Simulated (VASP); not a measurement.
Input of a VASP 6.6.1 run:

POSCAR

```
Ru
1.0
    2.6692306523      0.0000000000      0.0000000000
   -1.3346153261      2.3116215535      0.0000000000
    0.0000000000      0.0000000000      4.2240293924
Ru
2
Direct
    0.6666666667      0.3333333333      0.7500000000
    0.3333333333      0.6666666667      0.2500000000
```

The input INCAR.step1:

```
ALGO = Normal
EDIFF = 1E-5
ENCUT = 520
GGA = PE
ISIF = 2
ISMEAR = -1
LASPH = True
LCHARG = False
LREAL = False
LWAVE = True
NBANDS = 21
NELM = 60
PREC = Accurate
SIGMA = 0.05
```

The input INCAR.step2:

```
AEXX = 0.25
ALGO = Normal
EDIFF = 1E-7
ENCUT = 520
GGA = PE
ISIF = 2
ISMEAR = -1
ISTART = 1
LASPH = True
LCHARG = False
LHFCALC = True
LREAL = False
LWAVE = False
NBANDS = 21
NELM = 60
PREC = Accurate
PRECFOCK = Normal
SIGMA = 0.05
```

File KPOINTS:

```
k-points
0
Gamma
  6 6 4
```

Potentials or basis: VASP PAW PBE potentials, release 64 (Ru_pv).

Run with:

```sh
$ cat potpaw_PBE.64/Ru_pv/POTCAR > POTCAR
$ cp INCAR.step1 INCAR
$ mpirun -np 1 vasp_std > vasp.out
$ cp INCAR.step2 INCAR
$ mpirun -np 1 vasp_std > vasp.out
```

(1) What does it give for the band gap on the k mesh?

(2) Predict the pressure.

Results:

(1) zero (bands 14 and 15 overlap by 4.56 eV).

(2) 6.3 GPa.

Caveat: the k points lie up to 0.45 Å⁻¹ apart, too coarse for converged energies and pressures of a metal; the PAW data sets were made with another functional, which shifts forces and pressure a little.
